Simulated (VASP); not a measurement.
# PbSe (I4/mmm) in VASP: notebook

Runs on PbSe. Level: PBEsol. Tasks: single point.

Program: VASP 6.6.1. These are calculated values, not measurements. Logs are shortened: lines on timing, memory, paths and dates and some standing lists are left out, and cuts for length are marked.

## 1. The cell of the first run

Symmetry: I4/mmm, No. 139, tetragonal system. The conventional cell has a = 4.201 Å, b = 4.201 Å, c = 6.124 Å, α = 90.00°, β = 90.00°, γ = 90.00°. Pb (site symmetry 4/mmm) has 6 Se at 2.97 to 3.06 Å within 3.9 Å. Se (site symmetry 4/mmm) has 6 Pb at 2.97 to 3.06 Å within 3.9 Å.

## 2. Single point, PBEsol (equal xx and yy strain of -3 %)

File INCAR:

```
PREC = Accurate ; ENCUT = 520
EDIFF = 1E-7 ; ISMEAR = -1
SIGMA = 0.01 ; LREAL = False
LASPH = True ; NELM = 100
ALGO = Normal ; ISIF = 2
LWAVE = False ; LCHARG = True
GGA = PS ; LELF = True
LVHAR = True ; NBANDS = 17
```

File KPOINTS:

```
Automatic mesh
0
Gamma
  9 9 9
```

File POSCAR:

```
PbSe
1.0
    0.0000000000      2.9702855000      3.0621500000
    2.9702855000      0.0000000000      3.0621500000
    2.9702855000      2.9702855000      0.0000000000
Pb Se
1 1
Direct
    0.0000000000      0.0000000000      0.0000000000
    0.5000000000      0.5000000000      0.5000000000
```

Potentials or basis: VASP PAW PBE potentials, release 64 (Pb_d, Se).

Command:

```
> cat potpaw_PBE.64/Pb_d/POTCAR potpaw_PBE.64/Se/POTCAR > POTCAR
> mpirun -np 1 vasp_std > vasp.out
```

OUTCAR:

```text
PREC = Accurate
   ENCUT = 520
   EDIFF = 1E-7
   ISMEAR = -1
   LREAL = False
   LASPH = True
   NELM = 100
   ISIF = 2
   GGA = PS

 ion  position               nearest neighbor table
   1  0.000  0.000  0.000-   2 2.97   2 2.97   2 2.97   2 2.97   2 3.06   2 3.06
   2  0.500  0.500  0.500-   1 2.97   1 2.97   1 2.97   1 2.97   1 3.06   1 3.06

  LATTYP: Found a body centered tetragonal cell.
 ALAT       =     4.2006180382
 C/A-ratio  =     1.4579521262

  Lattice vectors:

 A1 = (  -2.9702855000,   0.0000000000,   3.0621500000)
 A2 = (   2.9702855000,   0.0000000000,   3.0621500000)
 A3 = (   0.0000000000,   2.9702855000,  -3.0621500000)

Analysis of symmetry for initial positions (statically):
=====================================================================
 Subroutine PRICEL returns:
 Original cell was already a primitive cell.

 Routine SETGRP: Setting up the symmetry group for a
 body centered tetragonal supercell.

 Subroutine GETGRP returns: Found 16 space group operations
 (whereof 16 operations were pure point group operations)
 out of a pool of 16 trial point group operations.

The static configuration has the point symmetry D_4h.

Analysis of symmetry for dynamics (positions and initial velocities):
=====================================================================
 Subroutine PRICEL returns:
 Original cell was already a primitive cell.

 Routine SETGRP: Setting up the symmetry group for a
 body centered tetragonal supercell.

 Subroutine GETGRP returns: Found 16 space group operations
 (whereof 16 operations were pure point group operations)
 out of a pool of 16 trial point group operations.

The dynamic configuration has the point symmetry D_4h.

 Subroutine INISYM returns: Found 16 space group operations
 (whereof 16 operations are pure point group operations),
 and found     1 'primitive' translations

----------------------------------------------------------------------------------------

                                     Primitive cell

  volume of cell :      54.0322

  direct lattice vectors                    reciprocal lattice vectors
     0.000000000  2.970285500  3.062150000    -0.168333987  0.168333987  0.163283967
     2.970285500  0.000000000  3.062150000     0.168333987 -0.168333987  0.163283967
     2.970285500  2.970285500  0.000000000     0.168333987  0.168333987 -0.163283967

  length of vectors
     4.266070625  4.266070625  4.200618038     0.288676837  0.288676837  0.288676837

  position of ions in fractional coordinates (direct lattice)
     0.000000000  0.000000000  0.000000000
     0.500000000  0.500000000  0.500000000

  ion indices of the primitive-cell ions
   primitive index   ion index
                 1           1
                 2           2

----------------------------------------------------------------------------------------

 KPOINTS: Automatic mesh

Automatic generation of k-mesh.
 Grid dimensions read from file:
 generate k-points for:    9    9    9

 Generating k-lattice:

  Cartesian coordinates                     Fractional coordinates (reciprocal lattice)
    -0.018703776  0.018703776  0.018142663     0.111111111  0.000000000  0.000000000
     0.018703776 -0.018703776  0.018142663     0.000000000  0.111111111  0.000000000
     0.018703776  0.018703776 -0.018142663    -0.000000000 -0.000000000  0.111111111

  Length of vectors
     0.032075204  0.032075204  0.032075204

  Shift w.r.t. Gamma in fractional coordinates (k-lattice)
     0.000000000  0.000000000  0.000000000

 Subroutine IBZKPT returns following result:
 ===========================================

 Found     75 irreducible k-points:

 Following reciprocal coordinates:
            Coordinates               Weight
  0.000000  0.000000  0.000000      1.000000
  0.111111  0.000000  0.000000      8.000000
  0.222222 -0.000000  0.000000      8.000000
  0.333333 -0.000000  0.000000      8.000000
  0.444444 -0.000000  0.000000      8.000000
  0.111111  0.111111  0.000000      2.000000
[... 16 lines left out ...]
 -0.333333  0.333333  0.000000      4.000000
  0.444444  0.444444  0.000000      2.000000
 [... further k-points ...]
   k-points           NKPTS =     75   k-points in BZ     NKDIM =     75   number of bands    NBANDS=     17
   number of dos      NEDOS =    301   number of ions     NIONS =      2
   total plane-waves  NPLWV =  32768
   dimension x,y,z NGX =    32 NGY =   32 NGZ =   32
   dimension x,y,z NGXF=    64 NGYF=   64 NGZF=   64
   ions per type =               1   1
   NGX,Y,Z   is equivalent  to a cutoff of  12.47, 12.47, 12.66 a.u.
   NGXF,Y,Z  is equivalent  to a cutoff of  24.94, 24.94, 25.33 a.u.
 SYSTEM =  unknown system
   PREC   = accura    normal or accurate (medium, high low for compatibility)
   ISTART =      0    job   : 0-new  1-cont  2-samecut
   ICHARG =      2    charge: 1-file 2-atom 10-const
   ISPIN  =      1    spin polarized calculation?
   LNONCOLLINEAR =      F non collinear calculations
   LSORBIT =      F    spin-orbit coupling
   LASPH  =      T    aspherical Exc in radial PAW
   ENCUT  =  520.0 eV  38.22 Ry    6.18 a.u.   7.93  7.93  7.81*2*pi/ulx,y,z
   NELM   =    100;   NELMIN=  2; NELMDL= -5     # of ELM steps
   EDIFF  = 0.1E-06   stopping-criterion for ELM
   LREAL  =      F    real-space projection
   EDIFFG = 0.1E-05   stopping-criterion for IOM
   NSW    =      0    number of steps for IOM
   IBRION =     -1    ionic relax: 0-MD 1-quasi-New 2-CG
   NFREE  =      0    steps in history (QN), initial steepest desc. (CG)
   ISIF   =      2    stress and relaxation
   ISYM   =      2    0-nonsym 1-usesym 2-fastsym
   POTIM  = 0.5000    time-step for ionic-motion
   TEBEG  =    0.0;   TEEND  =   0.0 temperature during run
   PSTRESS=    0.0 pullay stress
   NELECT =      20.0000    total number of electrons
   NUPDOWN=      -1.0000    fix difference up-down
   EMIN   =  10.00;   EMAX   =-10.00  energy-range for DOS
   EFERMI =   0.00;   METHOD = LEGACY
   ISMEAR =    -1;   SIGMA  =   0.01  broadening in eV -4-tet -1-fermi 0-gaus
   EFERMI_NEDOS =   21; number of points for ismear=-14 and -15
   IALGO  =     38    algorithm
   IMIX   =      4    mixing-type and parameters
     AMIX     =   0.40;   BMIX     =  1.00
     AMIX_MAG =   1.60;   BMIX_MAG =  1.00
  volume/ion in A,a.u.               =      27.02       182.31
  Fermi-wavevector in a.u.,A,eV,Ry     =   1.175440  2.221260 18.798622  1.381660
  Thomas-Fermi vector in A             =   2.311821
   LORBIT       =      0    0 simple, 1 ext, 2 COOP (PROOUT), +10 PAW based schemes
   GGA     = PS    functional components
   LHFCALC =     F    Hartree Fock is set to
   AEXX    =    0.0000 exact exchange contribution
   IVDW    =     0    specifies the selected vdW correction
   LEPSILON=     F    determine dielectric tensor
   LRPA    =     F    only Hartree local field effects (RPA)
 non-spin polarized calculation
  energy-cutoff  :      520.00
  volume of cell :       54.03
 maximum number of plane-waves:      1472
   NGX = 15   NGY = 15   NGZ = 15

 number of electron      20.0000004 magnetization

 Free energy of the ion-electron system (eV)
  ---------------------------------------------------
  ext. energy  EPLUGINS =         0.00000000
  ---------------------------------------------------
  free energy    TOTEN  =        -8.87636418 eV

  energy without entropy =       -8.87636418  energy(sigma->0) =       -8.87636418

 E-fermi :   5.6870     XC(G=0):  -9.9938

 val. band max:        5.4479784805   @ k =   0.4444  -0.0000   0.0000
 cond. band min:       6.0497051363   @ k =   0.4444  -0.0000   0.0000
 fundamental gap:      0.6017266558
 Fermi energy:         5.6869552318

 k-point     1 :       0.0000    0.0000    0.0000
  band No.  band energies     occupation
      1     -11.2015      2.00000
      2     -11.1910      2.00000
      3     -11.1910      2.00000
      4     -11.1871      2.00000
      5     -11.1847      2.00000
      6      -8.4691      2.00000
[... 9 lines left out ...]
     16      12.0515      0.00000
     17      13.4808      0.00000

 k-point     2 :       0.1111    0.0000    0.0000
  band No.  band energies     occupation
      1     -11.2037      2.00000
      2     -11.1908      2.00000
      3     -11.1901      2.00000
      4     -11.1847      2.00000
      5     -11.1832      2.00000
      6      -8.3644      2.00000
[... 9 lines left out ...]
     16      12.3374      0.00000
     17      14.5420      0.00000

 k-point     3 :       0.2222   -0.0000    0.0000
  band No.  band energies     occupation
      1     -11.2114      2.00000
      2     -11.2008      2.00000
      3     -11.1891      2.00000
      4     -11.1741      2.00000
      5     -11.1702      2.00000
      6      -8.0681      2.00000
[... 9 lines left out ...]
     16      13.0319      0.00000
     17      16.2845      0.00000

 k-point     4 :       0.3333   -0.0000    0.0000
  band No.  band energies     occupation
      1     -11.2208      2.00000
      2     -11.2130      2.00000
      3     -11.1886      2.00000
      4     -11.1611      2.00000
      5     -11.1543      2.00000
      6      -7.6516      2.00000
[... 9 lines left out ...]
     16      14.1398      0.00000
     17      17.6121      0.00000
[... 343 lines left out ...]
      1     -11.3259      2.00000
      2     -11.1907      2.00000
      3     -11.1826      2.00000
      4     -11.1517      2.00000
      5     -11.1429      2.00000
      6      -6.9031      2.00000
[... 9 lines left out ...]
     16      16.2095      0.00000
     17      17.8260      0.00000

 k-point    23 :      -0.3333    0.3333    0.0000
  band No.  band energies     occupation
      1     -11.2942      2.00000
      2     -11.1966      2.00000
      3     -11.1737      2.00000
      4     -11.1639      2.00000
      5     -11.1491      2.00000
      6      -6.9099      2.00000
[... 9 lines left out ...]
     16      15.2486      0.00000
     17      16.8568      0.00000

 k-point    24 :       0.4444    0.4444    0.0000
  band No.  band energies     occupation
      1     -11.3649      2.00000
      2     -11.2086      2.00000
      3     -11.1639      2.00000
      4     -11.1384      2.00000
      5     -11.1384      2.00000
      6      -6.9475      2.00000
[... 9 lines left out ...]
     16      17.6492      0.00000
     17      18.2839      0.00000

 [... further k-points ...]

------------------------ aborting loop because EDIFF is reached ----------------------------------------

  FORCE on cell =-STRESS in cart. coord.  units (eV):
  Direction    XX          YY          ZZ          XY          YZ          ZX
  --------------------------------------------------------------------------------------
  -------------------------------------------------------------------------------------
  Total        1.5721615      1.5721615      0.0272653      0.0000000      0.0000000     -0.0000000
  in kB       46.6181334     46.6181334      0.8084783      0.0000000      0.0000000     -0.0000000
  external PRESSURE =      31.3482484 kB  Pullay stress =       0.0000000 kB

 VOLUME and BASIS-vectors are now :
 -----------------------------------------------------------------------------
  energy-cutoff  :      520.00
  volume of cell :       54.03
      direct lattice vectors                 reciprocal lattice vectors
     0.000000000  2.970285500  3.062150000    -0.168333987  0.168333987  0.163283967
     2.970285500  0.000000000  3.062150000     0.168333987 -0.168333987  0.163283967
     2.970285500  2.970285500  0.000000000     0.168333987  0.168333987 -0.163283967

 POSITION                                       TOTAL-FORCE (eV/Angst)
 -----------------------------------------------------------------------------------
      0.00000      0.00000      0.00000        -0.000000      0.000000     -0.000000
      2.97029      2.97029      3.06215         0.000000     -0.000000      0.000000
 -----------------------------------------------------------------------------------
    total drift:                                0.000000     -0.000000     -0.000000

  FREE ENERGIE OF THE ION-ELECTRON SYSTEM (eV)
  ---------------------------------------------------
  free  energy   TOTEN  =        -8.8763641814 eV

  energy  without entropy=       -8.8763641814  energy(sigma->0) =       -8.87636418
```

Run time: 42 s. Hardware: 1 thread of Intel Xeon Platinum 8488C (Sapphire Rapids), shared host; peak memory 0.22 GiB.

Results:

* Free energy: -8.8764 eV
* Pressure: 3.1 GPa
* Band gap on the k mesh: 0.60 eV, direct

Stress tensor (GPa, compression positive):
```
4.66 0.00 0.00
0.00 4.66 0.00
0.00 0.00 0.08
```

Caveat: the cell differs from its parent crystal (equal xx and yy strain of -3 %); the PAW data sets were made with another functional, which shifts forces and pressure a little; spin-orbit coupling is left out, which moves the levels of the heavy elements.

(Continued in part 2 of 2.)
